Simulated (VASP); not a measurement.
Write the native input for VASP 6.6.1 that does the following.

* Task: single point
* Functional: LDA
* Potentials or basis: VASP PAW LDA potentials, release 64 (Ge_d)
* Cutoff: 500 eV
* k mesh: 10 × 8 × 10
* Occupations: gaussian, width 0.1 eV
* Spin: no spin polarisation
* Dipole correction: no
* Further INCAR settings: ALGO = Normal; EDIFF = 1e-06; NBANDS = 36

The structure of Ge lies in POSCAR:

```
Ge
1.0
    3.9685767155      0.0000000000      0.0000000000
    0.0000000000      5.6124150143      0.0000000000
    0.0000000000      0.0000000000      3.9792396589
Ge
4
Direct
    0.0000000000      0.0001893494      0.0000000000
    0.5000000000      0.5001893494      0.5000000000
    0.0000000000      0.2498106506      0.5000000000
    0.5000000000      0.7498106506      0.0000000000
```

One way to write it, as run:

INCAR

```
  ALGO = Normal
  EDIFF = 1E-6
  ENCUT = 500
  GGA_COMPAT = F
  ISIF = 2
  ISMEAR = 0
  LASPH = T
  LCHARG = F
  LREAL = F
  LWAVE = F
  NBANDS = 36
  NELM = 120
  PREC = Accurate
  SIGMA = 0.1
```

KPOINTS

```
k-points
0
Gamma
  10 8 10
```

Potentials or basis: VASP PAW LDA potentials, release 64 (Ge_d).

Launch:

```bash
$ cat potpaw_LDA.64/Ge_d/POTCAR > POTCAR
$ mpirun -np 1 vasp_std > vasp.out
```

It gave:

```json
{
  "Pressure": "0.3 GPa",
  "Band gap on the k mesh": "0.04 eV"
}
```

Caveat: semilocal functionals underestimate gaps, and a narrow one can read as zero.

Wall time 6 min on 1 thread of Oxide Virtual Turin-like Processor, with other jobs on the host, peak memory 0.4 GiB.
